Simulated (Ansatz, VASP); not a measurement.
## Two plane-wave programs on TiMoSe4

```xyz
6
Lattice="3.4118 0.0000 0.0000 -1.7059 2.9547 0.0000 0.0000 0.0000 13.9158" Properties=species:S:1:pos:R:3 pbc="T T T"
Ti    0.0000    1.9698    0.0000
Mo    1.7059    0.9849    6.9579
Se    1.7059    0.9849    1.6324
Se    1.7059    0.9849   12.2834
Se    0.0000    1.9698    8.5962
Se    0.0000    1.9698    5.3196
```

Alike in both runs: functional PBE; k mesh 4 × 4 × 1; occupations gaussian, width 0.15 eV; collinear spin.

Ansatz relaxed the structure, and its values are those at the end. VASP's run is a single point on that final structure, the one shown.

|  | VASP | Ansatz |
| --- | --- | --- |
| version | VASP 6.6.1 | Ansatz 0.2.0 |
| potentials or method | VASP PAW PBE potentials, release 64 (Ti_sv, Mo_sv, Se), cutoff 520 eV | scalar-relativistic, plane waves, PAW |
| valence electrons in the cell | 50 | 90 |

```csv
,VASP,Ansatz,Ansatz less VASP
gap on the k mesh at the Fermi level (eV),0.25,0.25,+0.001
least direct gap on the mesh (eV),0.73,0.73,+0.002
pressure (GPa),0.2,0.0,-0.15
rms of the force components (eV/Å),0.005,0.017,+0.0123
net moment per atom (μB),0.00,0.00,0.000
```

VASP's potentials hold 50 valence electrons a cell and Ansatz's 90, so a difference there can come from the potentials and not from the codes. Ansatz's warnings: seeded moment not kept.

The k mesh is coarse, so the values compare programs but aren't converged.
